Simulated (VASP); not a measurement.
# HoZnO2 (P6/mmm) in VASP: further runs

HoZnO2 is run at these levels: PBE; tasks: single point, relaxation of cell and atoms.

Program: VASP 6.6.1. These are calculated values, not measurements. Logs are shortened: lines on timing, memory, paths and dates and some standing lists are left out, and cuts for length are marked.

## 1. The cell of the first run

It takes space group P6/mmm (No. 191, hexagonal). The conventional cell has a = 4.134 Å, b = 4.134 Å, c = 7.560 Å, α = 90.00°, β = 90.00°, γ = 120.00°. Ho (site symmetry 6/mmm) has 2 O at 2.03 Å within 2.7 Å. Within 2.3 Å of Zn (site symmetry 6/mmm) lie 2 O at 1.75 Å. Within 2.3 Å of O (site symmetry 6mm) lie 1 Zn at 1.75 Å and 1 Ho at 2.03 Å.

The cell was generated, and may not be a known phase.

## 2. Single point, PBE

Input file INCAR:

```
SYSTEM = HoZnO2
PREC     = Accurate       ! precision mode
ENCUT    = 600            ! plane-wave cutoff, eV
EDIFF    = 1E-6           ! SCF threshold, eV
ISMEAR   = 0              ! smearing method
SIGMA    = 0.1            ! smearing width, eV
LREAL    = .False.        ! projectors in reciprocal space
LASPH    = .True.         ! aspherical terms in the spheres
NELM     = 200            ! most SCF steps
ALGO     = Normal         ! electronic algorithm
ISIF     = 2              ! what is computed and relaxed
LWAVE    = .False.        ! write WAVECAR
LCHARG   = .False.        ! write CHGCAR
GGA      = PE             ! functional
NBANDS   = 24             ! bands
GGA_COMPAT= .False.      
LMAXMIX  = 6              ! l up to which the mixer works
```

Input file KPOINTS:

```
regular mesh
0
Gamma
  12 12 6
  0 0 0
```

Input file POSCAR:

```
HoZnO2
1.0
    4.1340851884      0.0000000000      0.0000000000
   -2.0670425942      3.5802227946      0.0000000000
    0.0000000000      0.0000000000      7.5596807753
Ho Zn O
1 1 2
Direct
    0.0000000000      0.0000000000      0.5000000000
    0.0000000000      0.0000000000      0.0000000000
    0.0000000000      0.0000000000      0.2311857701
    0.0000000000      0.0000000000      0.7688142299
```

Potentials or basis: VASP PAW PBE potentials, release 64 (Ho_3, Zn, O), 4f in core.

On the command line:

```sh
cat potpaw_PBE.64/Ho_3/POTCAR potpaw_PBE.64/Zn/POTCAR potpaw_PBE.64/O/POTCAR > POTCAR
mpirun -np 1 vasp_std > vasp.out
```

OUTCAR:

```text
SYSTEM = HoZnO2
   PREC = Accurate
   ENCUT = 600
   EDIFF = 1E-6
   ISMEAR = 0
   LREAL = .False.
   LASPH = .True.
   NELM = 200
   ISIF = 2
   GGA = PE

 ion  position               nearest neighbor table
   1  0.000  0.000  0.500-   3 2.03   4 2.03
   2  0.000  0.000  0.000-   3 1.75   4 1.75
   3  0.000  0.000  0.231-   2 1.75   1 2.03
   4  0.000  0.000  0.769-   2 1.75   1 2.03

  LATTYP: Found a hexagonal cell.
 ALAT       =     4.1340851884
 C/A-ratio  =     1.8286223991

  Lattice vectors:

 A1 = (   4.1340851884,   0.0000000000,   0.0000000000)
 A2 = (  -2.0670425942,   3.5802227946,   0.0000000000)
 A3 = (   0.0000000000,   0.0000000000,   7.5596807753)

Analysis of symmetry for initial positions (statically):
=====================================================================
 Subroutine PRICEL returns:
 Original cell was already a primitive cell.

 Routine SETGRP: Setting up the symmetry group for a
 hexagonal supercell.

 Subroutine GETGRP returns: Found 24 space group operations
 (whereof 24 operations were pure point group operations)
 out of a pool of 24 trial point group operations.

The static configuration has the point symmetry D_6h.

Analysis of symmetry for dynamics (positions and initial velocities):
=====================================================================
 Subroutine PRICEL returns:
 Original cell was already a primitive cell.

 Routine SETGRP: Setting up the symmetry group for a
 hexagonal supercell.

 Subroutine GETGRP returns: Found 24 space group operations
 (whereof 24 operations were pure point group operations)
 out of a pool of 24 trial point group operations.

The dynamic configuration has the point symmetry D_6h.

 Subroutine INISYM returns: Found 24 space group operations
 (whereof 24 operations are pure point group operations),
 and found     1 'primitive' translations

----------------------------------------------------------------------------------------

                                     Primitive cell

  volume of cell :     111.8904

  direct lattice vectors                    reciprocal lattice vectors
     4.134085188  0.000000000  0.000000000     0.241891484  0.139656113  0.000000000
    -2.067042594  3.580222795  0.000000000     0.000000000  0.279312226  0.000000000
     0.000000000  0.000000000  7.559680775     0.000000000  0.000000000  0.132280718

  length of vectors
     4.134085188  4.134085188  7.559680775     0.279312226  0.279312226  0.132280718

  position of ions in fractional coordinates (direct lattice)
     0.000000000  0.000000000  0.500000000
     0.000000000  0.000000000  0.000000000
     0.000000000  0.000000000  0.231185770
     0.000000000  0.000000000  0.768814230

  ion indices of the primitive-cell ions
   primitive index   ion index
                 1           1
                 2           2
                 3           3
                 4           4

----------------------------------------------------------------------------------------

 KPOINTS: regular mesh

Automatic generation of k-mesh.
 Grid dimensions read from file:
 generate k-points for:   12   12    6

 Generating k-lattice:

  Cartesian coordinates                     Fractional coordinates (reciprocal lattice)
     0.020157624  0.011638009  0.000000000     0.083333333  0.000000000  0.000000000
     0.000000000  0.023276019  0.000000000     0.000000000  0.083333333  0.000000000
     0.000000000  0.000000000  0.022046786     0.000000000  0.000000000  0.166666667

  Length of vectors
     0.023276019  0.023276019  0.022046786

  Shift w.r.t. Gamma in fractional coordinates (k-lattice)
     0.000000000  0.000000000  0.000000000

 Subroutine IBZKPT returns following result:
 ===========================================

 Found     76 irreducible k-points:

 Following reciprocal coordinates:
            Coordinates               Weight
  0.000000  0.000000  0.000000      1.000000
  0.083333 -0.000000  0.000000      6.000000
  0.166667 -0.000000  0.000000      6.000000
  0.250000 -0.000000  0.000000      6.000000
  0.333333 -0.000000  0.000000      6.000000
  0.416667 -0.000000  0.000000      6.000000
[... 16 lines left out ...]
  0.250000 -0.000000  0.166667     12.000000
  0.333333 -0.000000  0.166667     12.000000
 [... further k-points ...]
   k-points           NKPTS =     76   k-points in BZ     NKDIM =     76   number of bands    NBANDS=     24
   number of dos      NEDOS =    301   number of ions     NIONS =      4
   total plane-waves  NPLWV =  77760
   dimension x,y,z NGX =    36 NGY =   36 NGZ =   60
   dimension x,y,z NGXF=    72 NGYF=   72 NGZF=  120
   ions per type =               1   1   2
   NGX,Y,Z   is equivalent  to a cutoff of  14.48, 14.48, 13.19 a.u.
   NGXF,Y,Z  is equivalent  to a cutoff of  28.95, 28.95, 26.39 a.u.
 SYSTEM =  HoZnO2
   PREC   = accura    normal or accurate (medium, high low for compatibility)
   ISTART =      0    job   : 0-new  1-cont  2-samecut
   ICHARG =      2    charge: 1-file 2-atom 10-const
   ISPIN  =      1    spin polarized calculation?
   LNONCOLLINEAR =      F non collinear calculations
   LSORBIT =      F    spin-orbit coupling
   LASPH  =      T    aspherical Exc in radial PAW
   ENCUT  =  600.0 eV  44.10 Ry    6.64 a.u.   8.26  8.26 15.10*2*pi/ulx,y,z
   NELM   =    200;   NELMIN=  2; NELMDL= -5     # of ELM steps
   EDIFF  = 0.1E-05   stopping-criterion for ELM
   LREAL  =      F    real-space projection
   EDIFFG = 0.1E-04   stopping-criterion for IOM
   NSW    =      0    number of steps for IOM
   IBRION =     -1    ionic relax: 0-MD 1-quasi-New 2-CG
   NFREE  =      0    steps in history (QN), initial steepest desc. (CG)
   ISIF   =      2    stress and relaxation
   ISYM   =      2    0-nonsym 1-usesym 2-fastsym
   POTIM  = 0.5000    time-step for ionic-motion
   TEBEG  =    0.0;   TEEND  =   0.0 temperature during run
   PSTRESS=    0.0 pullay stress
   NELECT =      33.0000    total number of electrons
   NUPDOWN=      -1.0000    fix difference up-down
   EMIN   =  10.00;   EMAX   =-10.00  energy-range for DOS
   EFERMI =   0.00;   METHOD = LEGACY
   ISMEAR =     0;   SIGMA  =   0.10  broadening in eV -4-tet -1-fermi 0-gaus
   EFERMI_NEDOS =   21; number of points for ismear=-14 and -15
   IALGO  =     38    algorithm
   IMIX   =      4    mixing-type and parameters
     AMIX     =   0.40;   BMIX     =  1.00
     AMIX_MAG =   1.60;   BMIX_MAG =  1.00
  volume/ion in A,a.u.               =      27.97       188.77
  Fermi-wavevector in a.u.,A,eV,Ry     =   1.089721  2.059273 16.156796  1.187491
  Thomas-Fermi vector in A             =   2.225930
   LORBIT       =      0    0 simple, 1 ext, 2 COOP (PROOUT), +10 PAW based schemes
   GGA     = PE    functional components
   LHFCALC =     F    Hartree Fock is set to
   AEXX    =    0.0000 exact exchange contribution
   IVDW    =     0    specifies the selected vdW correction
   LEPSILON=     F    determine dielectric tensor
   LRPA    =     F    only Hartree local field effects (RPA)
 non-spin polarized calculation
 Gauss-broadening in eV      SIGMA  =   0.10
  energy-cutoff  :      600.00
  volume of cell :      111.89
 maximum number of plane-waves:      3769
 NGX is ok and might be reduce to    36
   NGX = 17   NGY = 17   NGZ = 31

 number of electron      33.0000014 magnetization

 Free energy of the ion-electron system (eV)
  ---------------------------------------------------
  ext. energy  EPLUGINS =         0.00000000
  ---------------------------------------------------
  free energy    TOTEN  =       -20.88869361 eV

  energy without entropy =      -20.87924643  energy(sigma->0) =      -20.88397002

 E-fermi :  -0.4562     XC(G=0):  -7.4184

 val. band max:       -0.4601171015   @ k =   0.3333   0.0833   0.1667
 cond. band min:      -0.4439187967   @ k =   0.3333   0.0833   0.3333
 fundamental gap:      0.0161983048
 Fermi energy:        -0.4561622216

 k-point     1 :       0.0000    0.0000    0.0000
  band No.  band energies     occupation
      1     -24.6144      2.00000
      2     -24.5497      2.00000
      3     -24.5497      2.00000
      4     -18.3067      2.00000
      5     -16.9490      2.00000
      6      -8.1706      2.00000
[... 16 lines left out ...]
     23       5.0741      0.00000
     24       8.0144      0.00000

 k-point     2 :       0.0833   -0.0000    0.0000
  band No.  band energies     occupation
      1     -24.6136      2.00000
      2     -24.5558      2.00000
      3     -24.5512      2.00000
      4     -18.3044      2.00000
      5     -16.9472      2.00000
      6      -8.1693      2.00000
[... 16 lines left out ...]
     23       5.0984      0.00000
     24       7.5929      0.00000

 k-point     3 :       0.1667   -0.0000    0.0000
  band No.  band energies     occupation
      1     -24.6113      2.00000
      2     -24.5724      2.00000
      3     -24.5554      2.00000
      4     -18.2980      2.00000
      5     -16.9422      2.00000
      6      -8.1659      2.00000
[... 16 lines left out ...]
     23       5.2376      0.00000
     24       6.6929      0.00000

 k-point     4 :       0.2500   -0.0000    0.0000
  band No.  band energies     occupation
      1     -24.6082      2.00000
      2     -24.5948      2.00000
      3     -24.5610      2.00000
      4     -18.2893      2.00000
      5     -16.9355      2.00000
      6      -8.1615      2.00000
[... 16 lines left out ...]
     23       5.5919      0.00000
     24       5.6894      0.00000

 k-point     5 :       0.3333   -0.0000    0.0000
  band No.  band energies     occupation
      1     -24.6172      2.00000
      2     -24.6050      2.00000
      3     -24.5666      2.00000
      4     -18.2805      2.00000
      5     -16.9287      2.00000
      6      -8.1572      2.00000
[... 16 lines left out ...]
     23       4.8715      0.00000
     24       6.0990      0.00000

 k-point     6 :       0.4167   -0.0000    0.0000
  band No.  band energies     occupation
      1     -24.6335      2.00000
      2     -24.6027      2.00000
      3     -24.5707      2.00000
      4     -18.2741      2.00000
      5     -16.9237      2.00000
      6      -8.1540      2.00000
[... 16 lines left out ...]
     23       4.8268      0.00000
     24       5.0580      0.00000
[... 379 lines left out ...]
 k-point    21 :       0.0833   -0.0000    0.1667
  band No.  band energies     occupation
      1     -24.6150      2.00000
      2     -24.5558      2.00000
      3     -24.5512      2.00000
      4     -18.2371      2.00000
      5     -17.0396      2.00000
      6      -8.0194      2.00000
[... 16 lines left out ...]
     23       5.0262      0.00000
     24       7.7051      0.00000

 k-point    22 :       0.1667   -0.0000    0.1667
  band No.  band energies     occupation
      1     -24.6127      2.00000
      2     -24.5724      2.00000
      3     -24.5554      2.00000
      4     -18.2307      2.00000
      5     -17.0346      2.00000
      6      -8.0160      2.00000
[... 16 lines left out ...]
     23       5.2295      0.00000
     24       6.8333      0.00000

 k-point    23 :       0.2500   -0.0000    0.1667
  band No.  band energies     occupation
      1     -24.6096      2.00000
      2     -24.5948      2.00000
      3     -24.5610      2.00000
      4     -18.2221      2.00000
      5     -17.0277      2.00000
      6      -8.0114      2.00000
[... 16 lines left out ...]
     23       5.5324      0.00000
     24       5.9711      0.00000

 k-point    24 :       0.3333   -0.0000    0.1667
  band No.  band energies     occupation
      1     -24.6172      2.00000
      2     -24.6064      2.00000
      3     -24.5666      2.00000
      4     -18.2134      2.00000
      5     -17.0207      2.00000
      6      -8.0068      2.00000
[... 16 lines left out ...]
     23       4.8901      0.00000
     24       6.2104      0.00000

 [... further k-points ...]
[... 5 lines left out ...]
  --------------------------------------------------------------------------------------
  -------------------------------------------------------------------------------------
  Total       -0.0920655     -0.0920655      1.4930779      0.0000000     -0.0000000     -0.0000000
  in kB       -1.3183004     -1.3183004     21.3796266      0.0000000     -0.0000000     -0.0000000
  external PRESSURE =       6.2476753 kB  Pullay stress =       0.0000000 kB

 VOLUME and BASIS-vectors are now :
 -----------------------------------------------------------------------------
  energy-cutoff  :      600.00
  volume of cell :      111.89
      direct lattice vectors                 reciprocal lattice vectors
     4.134085188  0.000000000  0.000000000     0.241891484  0.139656113  0.000000000
    -2.067042594  3.580222795  0.000000000     0.000000000  0.279312226  0.000000000
     0.000000000  0.000000000  7.559680775     0.000000000  0.000000000  0.132280718

 POSITION                                       TOTAL-FORCE (eV/Angst)
 -----------------------------------------------------------------------------------
      0.00000      0.00000      3.77984        -0.000000      0.000000     -0.000000
      0.00000      0.00000      0.00000        -0.000000      0.000000     -0.000000
      0.00000      0.00000      1.74769         0.000000     -0.000000     -0.002150
      0.00000      0.00000      5.81199        -0.000000      0.000000      0.002150
 -----------------------------------------------------------------------------------
    total drift:                                0.000000     -0.000000      0.000000

  FREE ENERGIE OF THE ION-ELECTRON SYSTEM (eV)
  ---------------------------------------------------
  free  energy   TOTEN  =       -20.8886936143 eV

  energy  without entropy=      -20.8792464334  energy(sigma->0) =      -20.88397002
```

Run time: 3.1 min. Hardware: 1 thread of AMD EPYC 9R45 (Zen 5), shared host; peak memory 0.42 GiB.

What came out:

* Free energy: -20.8887 eV
* Pressure: 0.6 GPa
* Band gap on the k mesh: zero (an odd number of electrons rules out a gap without spin polarisation)

Forces in eV/Å, atoms in the order of the input:
```
Ho   0.000  0.000  0.000
Zn   0.000  0.000  0.000
O    0.000  0.000 -0.002
O    0.000  0.000  0.002
```

Levels at points of the mesh, in eV from the Fermi level:
```tsv
k point	band 13	band 14	band 15	band 16	band 17	band 18	band 19	band 20	band 21	band 22
(0.00, 0.00, 0.00)	-2.16	-2.16	-2.02	-2.02	-2.00	1.90	2.20	2.20	4.07	5.53
(0.50, 0.00, 0.00)	-2.61	-2.60	-2.29	-2.14	0.03	2.35	3.54	3.83	4.18	4.29
(0.00, 0.00, 0.50)	-2.61	-2.61	-1.98	-1.49	-1.49	2.21	2.21	2.24	5.17	5.17
(0.50, 0.00, 0.50)	-3.17	-2.76	-2.06	-1.59	0.04	2.44	2.88	4.29	4.43	4.48
```

Caveat: spin-orbit coupling is left out, which moves the levels of the heavy elements; the 4f electrons are frozen in the core, so they carry no moment and show no levels; an odd number of electrons without spin polarisation forces a metal; a magnetic or distorted state may lie lower; the run has no spin polarisation, though such a crystal can be magnetic. Spin polarisation is off, so any magnetic state and its effect on volume and gap are missing.

(Part 1 of 2 ends here.)
